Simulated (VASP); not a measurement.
# AlRu in VASP: relaxation of cell and atoms with PBE

Aim: the relaxation of cell and atoms of AlRu with PBE.

All numbers are computed with VASP 6.6.1; they aren't measurements. Logs are shortened: lines on timing, memory, paths and dates and some standing lists are left out, and cuts for length are marked.

## Step 1: The cell of the first run

The cell holds a disordered packing, 8 atoms: a = 4.947 Å, b = 4.819 Å, c = 4.962 Å, α = 83.31°, β = 85.61°, γ = 90.97°.

## Step 2: Relaxation of cell and atoms, PBE

Input file INCAR:

```
ALGO     = Normal         # electronic algorithm
EDIFF    = 1E-7           # SCF threshold, eV
EDIFFG   = -0.04          # ionic threshold
ENCUT    = 560            # plane-wave cutoff, eV
GGA      = PE             # functional
GGA_COMPAT= False        
IBRION   = 2              # ionic algorithm
ISIF     = 3              # what is computed and relaxed
ISMEAR   = 0              # smearing method
ISYM     = 0            
LASPH    = True           # aspherical terms in the spheres
LCHARG   = False          # write CHGCAR
LREAL    = False          # projectors in reciprocal space
LWAVE    = False          # write WAVECAR
NELM     = 120            # most SCF steps
NELMIN   = 4            
NSW      = 90             # ionic steps
PREC     = Accurate       # precision mode
SIGMA    = 0.1            # smearing width, eV
```

Input file KPOINTS:

```
k-points
0
Gamma
  3 3 3
```

Input file POSCAR:

```
AlRu
1.0
    4.9432430000     -0.0468630000      0.1912350000
   -0.0468630000      4.8104130000      0.2863510000
    0.1912350000      0.2863510000      4.9503410000
Al Ru
4 4
Direct
    0.7790995009      0.0478982608      0.5874709731
    0.1238377529      0.6551376213      0.1176173940
    0.5108728898      0.6645021493      0.7995561314
    0.3708876234      0.1803170469      0.8891437966
    0.0393580369      0.5246841640      0.6379755904
    0.2936150439      0.0528360212      0.4103019456
    0.8506143957      0.1134870825      0.0738402987
    0.6047697069      0.5744189097      0.3003383412
```

Potentials or basis: VASP PAW PBE potentials, release 64 (Al, Ru_sv).

On the command line:

```bash
$ cat potpaw_PBE.64/Al/POTCAR potpaw_PBE.64/Ru_sv/POTCAR > POTCAR
$ mpirun -np 1 vasp_std > vasp.out
```

OUTCAR:

```text
EDIFF = 1E-7
   EDIFFG = -0.04
   ENCUT = 560
   GGA = PE
   IBRION = 2
   ISIF = 3
   ISMEAR = 0
   ISYM = 0
   LASPH = True
   LREAL = False
   NELM = 120
   NELMIN = 4
   NSW = 90
   PREC = Accurate

 ion  position               nearest neighbor table
   1  0.779  0.048  0.587-   3 2.35   7 2.52   7 2.53   4 2.56   6 2.62   6 2.63   5 2.66   5 2.84
                             8 2.94   8 2.98
   2  0.124  0.655  0.118-   3 2.38   5 2.59   5 2.59   7 2.61   8 2.63   8 2.66   6 2.70   4 2.86
                             4 2.92   7 2.96
   3  0.511  0.665  0.800-   1 2.35   2 2.38   4 2.40   8 2.55   8 2.57   5 2.63   4 2.67   5 2.79
                             6 2.82
   4  0.371  0.180  0.889-   3 2.40   1 2.56   6 2.58   6 2.59   7 2.62   5 2.63   7 2.67   3 2.67
                             2 2.86   2 2.92
   5  0.039  0.525  0.638-   2 2.59   2 2.59   3 2.63   4 2.63   1 2.66   3 2.79   1 2.84
   6  0.294  0.053  0.410-   4 2.58   4 2.59   1 2.62   1 2.63   2 2.70   3 2.82
   7  0.851  0.113  0.074-   1 2.52   1 2.53   2 2.61   4 2.62   4 2.67   2 2.96
   8  0.605  0.574  0.300-   3 2.55   3 2.57   2 2.63   2 2.66   1 2.94   1 2.98

IMPORTANT INFORMATION: All symmetrisations will be switched off!
NOSYMM: (Re-)initialisation of all symmetry stuff for point group C_1.

----------------------------------------------------------------------------------------

                                     Primitive cell

  volume of cell :     117.1171

  direct lattice vectors                    reciprocal lattice vectors
     4.943243000 -0.046863000  0.191235000     0.202627859  0.002448388 -0.007969277
    -0.046863000  4.810413000  0.286351000     0.002448388  0.208630226 -0.012162736
     0.191235000  0.286351000  4.950341000    -0.007969277 -0.012162736  0.203017694

  length of vectors
     4.947162654  4.819156178  4.962302262     0.202799293  0.208998799  0.203537775

  position of ions in fractional coordinates (direct lattice)
     0.779099501  0.047898261  0.587470973
     0.123837753  0.655137621  0.117617394
     0.510872890  0.664502149  0.799556131
     0.370887623  0.180317047  0.889143797
     0.039358037  0.524684164  0.637975590
     0.293615044  0.052836021  0.410301946
     0.850614396  0.113487083  0.073840299
     0.604769707  0.574418910  0.300338341

  ion indices of the primitive-cell ions
   primitive index   ion index
                 1           1
                 2           2
                 3           3
                 4           4
                 5           5
                 6           6
                 7           7
                 8           8

----------------------------------------------------------------------------------------

 KPOINTS: k-points

Automatic generation of k-mesh.
 Grid dimensions read from file:
 generate k-points for:    3    3    3

 Generating k-lattice:

  Cartesian coordinates                     Fractional coordinates (reciprocal lattice)
     0.067542620  0.000816129 -0.002656426     0.333333333  0.000000000  0.000000000
     0.000816129  0.069543409 -0.004054245    -0.000000000  0.333333333  0.000000000
    -0.002656426 -0.004054245  0.067672565     0.000000000  0.000000000  0.333333333

  Length of vectors
     0.067599764  0.069666266  0.067845925

  Shift w.r.t. Gamma in fractional coordinates (k-lattice)
     0.000000000  0.000000000  0.000000000

 Subroutine IBZKPT returns following result:
 ===========================================

 Found     14 irreducible k-points:

 Following reciprocal coordinates:
            Coordinates               Weight
  0.000000  0.000000  0.000000      1.000000
  0.333333 -0.000000  0.000000      2.000000
  0.000000  0.333333  0.000000      2.000000
  0.333333  0.333333  0.000000      2.000000
 -0.333333  0.333333  0.000000      2.000000
  0.000000  0.000000  0.333333      2.000000
  0.333333  0.000000  0.333333      2.000000
 -0.333333  0.000000  0.333333      2.000000
  0.000000  0.333333  0.333333      2.000000
  0.333333  0.333333  0.333333      2.000000
 -0.333333  0.333333  0.333333      2.000000
  0.000000 -0.333333  0.333333      2.000000
  0.333333 -0.333333  0.333333      2.000000
 -0.333333 -0.333333  0.333333      2.000000
   k-points           NKPTS =     14   k-points in BZ     NKDIM =     14   number of bands    NBANDS=     45
   number of dos      NEDOS =    301   number of ions     NIONS =      8
   total plane-waves  NPLWV =  64000
   dimension x,y,z NGX =    40 NGY =   40 NGZ =   40
   dimension x,y,z NGXF=    80 NGYF=   80 NGZF=   80
   ions per type =               4   4
   NGX,Y,Z   is equivalent  to a cutoff of  13.44, 13.80, 13.40 a.u.
   NGXF,Y,Z  is equivalent  to a cutoff of  26.88, 27.60, 26.80 a.u.
 SYSTEM =  unknown system
   PREC   = accura    normal or accurate (medium, high low for compatibility)
   ISTART =      0    job   : 0-new  1-cont  2-samecut
   ICHARG =      2    charge: 1-file 2-atom 10-const
   ISPIN  =      1    spin polarized calculation?
   LNONCOLLINEAR =      F non collinear calculations
   LSORBIT =      F    spin-orbit coupling
   LASPH  =      T    aspherical Exc in radial PAW
   ENCUT  =  560.0 eV  41.16 Ry    6.42 a.u.   9.55  9.30  9.57*2*pi/ulx,y,z
   NELM   =    120;   NELMIN=  4; NELMDL= -5     # of ELM steps
   EDIFF  = 0.1E-06   stopping-criterion for ELM
   LREAL  =      F    real-space projection
   EDIFFG = -.4E-01   stopping-criterion for IOM
   NSW    =     90    number of steps for IOM
   IBRION =      2    ionic relax: 0-MD 1-quasi-New 2-CG
   NFREE  =      1    steps in history (QN), initial steepest desc. (CG)
   ISIF   =      3    stress and relaxation
   ISYM   =      0    0-nonsym 1-usesym 2-fastsym
   POTIM  = 0.5000    time-step for ionic-motion
   TEBEG  =    0.0;   TEEND  =   0.0 temperature during run
   PSTRESS=    0.0 pullay stress
   NELECT =      76.0000    total number of electrons
   NUPDOWN=      -1.0000    fix difference up-down
   EMIN   =  10.00;   EMAX   =-10.00  energy-range for DOS
   EFERMI =   0.00;   METHOD = LEGACY
   ISMEAR =     0;   SIGMA  =   0.10  broadening in eV -4-tet -1-fermi 0-gaus
   EFERMI_NEDOS =   21; number of points for ismear=-14 and -15
   IALGO  =     38    algorithm
   IMIX   =      4    mixing-type and parameters
     AMIX     =   0.40;   BMIX     =  1.00
     AMIX_MAG =   1.60;   BMIX_MAG =  1.00
  volume/ion in A,a.u.               =      14.64        98.79
  Fermi-wavevector in a.u.,A,eV,Ry     =   1.417335  2.678375 27.331917  2.008839
  Thomas-Fermi vector in A             =   2.538576
   LORBIT       =      0    0 simple, 1 ext, 2 COOP (PROOUT), +10 PAW based schemes
   GGA     = PE    functional components
   LHFCALC =     F    Hartree Fock is set to
   AEXX    =    0.0000 exact exchange contribution
   IVDW    =     0    specifies the selected vdW correction
   LEPSILON=     F    determine dielectric tensor
   LRPA    =     F    only Hartree local field effects (RPA)
 conjugate gradient relaxation of ions
 non-spin polarized calculation
 Gauss-broadening in eV      SIGMA  =   0.10
  energy-cutoff  :      560.00
  volume of cell :      117.12
 maximum number of plane-waves:      3535
 NGX is ok and might be reduce to    40
   NGX = 19   NGY = 19   NGZ = 19

--------------------------------------- Ionic step        1  -------------------------------------------

 number of electron      76.0000001 magnetization

 Free energy of the ion-electron system (eV)
  ---------------------------------------------------
  ext. energy  EPLUGINS =         0.00000000
  ---------------------------------------------------
  free energy    TOTEN  =       -52.61200503 eV

  energy without entropy =      -52.57948662  energy(sigma->0) =      -52.59574582

------------------------ aborting loop because EDIFF is reached ----------------------------------------

  FORCE on cell =-STRESS in cart. coord.  units (eV):
  Direction    XX          YY          ZZ          XY          YZ          ZX
  --------------------------------------------------------------------------------------
  -------------------------------------------------------------------------------------
  Total       -4.1377874     -0.3451609     -0.9135608      3.2119948     -2.5253750     -4.5609610
  in kB      -56.6054743     -4.7218467    -12.4976322     43.9405096    -34.5474606    -62.3945452
  external PRESSURE =     -24.6083177 kB  Pullay stress =       0.0000000 kB
[... 107 lines left out ...]
  FREE ENERGIE OF THE ION-ELECTRON SYSTEM (eV)
  ---------------------------------------------------
  free  energy   TOTEN  =       -53.6786545454 eV

  energy  without entropy=      -53.6439223933  energy(sigma->0) =      -53.66128847

[... ionic steps 4 to 41 ...]

--------------------------------------- Ionic step       42  -------------------------------------------

 number of electron      75.9999994 magnetization

------------------------ aborting loop because EDIFF is reached ----------------------------------------

  FORCE on cell =-STRESS in cart. coord.  units (eV):
  Direction    XX          YY          ZZ          XY          YZ          ZX
  --------------------------------------------------------------------------------------
  -------------------------------------------------------------------------------------
  Total        0.0591935     -0.0771640     -0.0605966      0.0751692      0.0024492     -0.1066567
  in kB        0.8493428     -1.1071930     -0.8694740      1.0785706      0.0351428     -1.5303711
  external PRESSURE =      -0.3757747 kB  Pullay stress =       0.0000000 kB
[... 69 lines left out ...]
  energy  without entropy=      -55.7755886607  energy(sigma->0) =      -55.78541796

--------------------------------------- Ionic step       44  -------------------------------------------

 number of electron      75.9999995 magnetization

 Free energy of the ion-electron system (eV)
  ---------------------------------------------------
  ext. energy  EPLUGINS =         0.00000000
  ---------------------------------------------------
  free energy    TOTEN  =       -55.79554587 eV

  energy without entropy =      -55.77587187  energy(sigma->0) =      -55.78570887

 E-fermi :  11.7672     XC(G=0): -12.4168

 val. band max:       11.7358960917   @ k =  -0.3333   0.0000   0.3333
 cond. band min:      11.7862621215   @ k =   0.3333   0.3333   0.3333
 fundamental gap:      0.0503660298
 Fermi energy:        11.7671665751

 k-point     1 :       0.0000    0.0000    0.0000
  band No.  band energies     occupation
      1     -60.7870      2.00000
      2     -60.6688      2.00000
      3     -60.4389      2.00000
      4     -60.4343      2.00000
      5     -31.2263      2.00000
      6     -30.8752      2.00000
[... 696 lines left out ...]
  FREE ENERGIE OF THE ION-ELECTRON SYSTEM (eV)
  ---------------------------------------------------
  free  energy   TOTEN  =       -55.7955458743 eV

  energy  without entropy=      -55.7758718721  energy(sigma->0) =      -55.78570887

 reached required accuracy - stopping structural energy minimisation
```

It took 41 min on 1 thread of Intel Xeon Platinum 8375C at 2.90GHz (Ice Lake), shared host; peak memory 0.28 GiB.

What came out:

```yaml
Free_energy: -55.7955 eV
Relaxed_volume: 13.94 Å³/atom
Relaxed_cell: a = 4.905 Å, b = 4.367 Å, c = 5.215 Å, α = 89.95°, β = 86.96°, γ = 89.99°
Space_group_after_relaxing_to_0.1_Å: P2_1/m (No. 11)
Energy_gained_by_relaxing: 397.9 meV/atom
Ionic_steps: 44
Pressure_after_relaxing: 0.2 GPa
Largest_force_after_relaxing: 0.029 eV/Å
Band_gap_on_the_k_mesh: zero (bands 38 and 39 overlap by 0.18 eV)
```

Forces on the atoms (eV/Å):
```
Al   0.007  0.012  0.009
Al  -0.019 -0.001 -0.006
Al   0.010 -0.008 -0.002
Al  -0.008 -0.008  0.005
Ru  -0.006 -0.006  0.000
Ru  -0.003  0.014 -0.025
Ru   0.009  0.008 -0.006
Ru   0.010 -0.010  0.026
```

Step by step:
| step | energy change (eV) | largest force (eV/Å) | pressure (GPa) | volume (Å³) |
| --- | --- | --- | --- | --- |
| 1 | 0.0000 | 2.6520 | -2.46 | 117.12 |
| 3 | -1.0666 | 1.2498 | 6.54 | 111.43 |
| 5 | -1.7867 | 0.9602 | -8.28 | 120.03 |
| 7 | -2.3812 | 1.3824 | 0.80 | 113.57 |
| 9 | -2.6872 | 0.8854 | 1.93 | 112.35 |
| 11 | -2.8125 | 0.4418 | -3.76 | 115.29 |
| 13 | -2.9110 | 0.7489 | 1.45 | 111.92 |
| 15 | -2.9961 | 0.4551 | 0.23 | 112.41 |
| 17 | -3.0277 | 0.2383 | -1.19 | 113.08 |
| 19 | -3.0377 | 0.2367 | 0.81 | 111.88 |
| 21 | -3.0476 | 0.1114 | -0.02 | 112.30 |
| 23 | -3.0550 | 0.1501 | -0.37 | 112.49 |
| 25 | -3.0631 | 0.2393 | 1.45 | 111.51 |
| 27 | -3.0681 | 0.2577 | 1.36 | 111.58 |
| 29 | -3.0767 | 0.3743 | 1.08 | 111.82 |
| 31 | -3.0935 | 0.2492 | -1.75 | 113.38 |
| 33 | -3.1244 | 0.2209 | -1.02 | 112.81 |
| 35 | -3.1384 | 0.3781 | -0.17 | 112.17 |
| 37 | -3.1654 | 0.2128 | 1.43 | 111.01 |
| 39 | -3.1736 | 0.1577 | -0.39 | 111.93 |
| 41 | -3.1812 | 0.0876 | 0.14 | 111.57 |
| 43 | -3.1832 | 0.0427 | -0.18 | 111.74 |
| 44 | -3.1835 | 0.0294 | 0.19 | 111.53 |

Final structure:
```yaml
crystal:
  lattice:
    - [4.90336, 0.00024, 0.12810]
    - [0.00004, 4.36655, 0.01031]
    - [0.14006, -0.00750, 5.21273]
  atoms:
    - { symbol: Al, position: [0.81827, 0.10138, 0.54331] }
    - { symbol: Al, position: [0.07524, 0.60152, 0.16070] }
    - { symbol: Al, position: [0.59908, 0.60201, 0.85159] }
    - { symbol: Al, position: [0.29410, 0.10209, 0.85241] }
    - { symbol: Ru, position: [0.09488, 0.60183, 0.66700] }
    - { symbol: Ru, position: [0.31603, 0.10134, 0.34883] }
    - { symbol: Ru, position: [0.79828, 0.10156, 0.03717] }
    - { symbol: Ru, position: [0.57717, 0.60155, 0.35524] }
```

Levels at points of the mesh, in eV from the Fermi level:
```
           k point  band 36  band 37  band 38  band 39  band 40  band 41
(0.00, 0.00, 0.00)    -0.86    -0.49    -0.20    -0.16     0.62     0.85
```

Caveat: the k points lie up to 0.48 Å⁻¹ apart in the final cell.

The gap in the log of VASP goes by the Fermi energy; the results here count the filled bands.